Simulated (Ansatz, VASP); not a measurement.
# Al: VASP beside Ansatz

Contents of INCAR:

```
SYSTEM = Al
PREC = Accurate ; ENCUT = 520
EDIFF = 1E-6 ; ISMEAR = -1
SIGMA = 0.05 ; LREAL = .False.
LASPH = .True. ; NELM = 60
ALGO = Normal ; ISIF = 2
LWAVE = .False. ; LCHARG = .True.
GGA = PS ; LELF = .True.
LVHAR = .True. ; NBANDS = 10
```

KPOINTS

```
Automatic mesh
0
Gamma
  14 14 7
  0 0 0
```

File POSCAR:

```
Al
1.0
    2.8124550000     -0.0281245500     -0.0281245500
   -1.4305845800      2.4497202800     -0.0102943000
   -0.0486685000     -0.0486685000      4.8668500000
Al
2
Direct
    0.6666666667      0.3333333333      0.7500000000
    0.3333333333      0.6666666667      0.2500000000
```

Input for Ansatz:

```yaml
crystal:
  lattice:
    - [2.812455, -0.028124549999999998, -0.028124549999999998]
    - [-1.43058458, 2.44972028, -0.010294300000000001]
    - [-0.0486685, -0.0486685, 4.86685]
  atoms:
    - { symbol: Al, position: [0.6666666666666666, 0.3333333333333333, 0.75] }
    - { symbol: Al, position: [0.3333333333333333, 0.6666666666666666, 0.25] }
basis:
  ecutwfc: 550.0
kpoints:
  mp_grid:
    grid: [14, 14, 7]
hamiltonian:
  xc: pbesol
scf:
  occupations:
    method: fermi_dirac
    width: 0.05
output:
  stress: true
```

Alike in both runs: task single point; functional PBEsol; k mesh 14 × 14 × 7; occupations fermi-dirac, width 0.05 eV; no spin polarisation.

```csv
,VASP,Ansatz
version,VASP 6.6.1,Ansatz 0.2.0
potentials or method,"VASP PAW PBE potentials, release 64 (Al), cutoff 520 eV","plane waves, PAW"
valence electrons in the cell,6,6
```

```csv
,VASP,Ansatz,Ansatz less VASP
pressure (GPa),-1.3,-1.3,-0.06
"traceless stress, the component that is largest in VASP (GPa)",-1.10,-1.08,+0.018
```

VASP's potentials were made for PBE, not for PBEsol. The functional is the same, so the differences come from potentials, cutoffs and numerics.
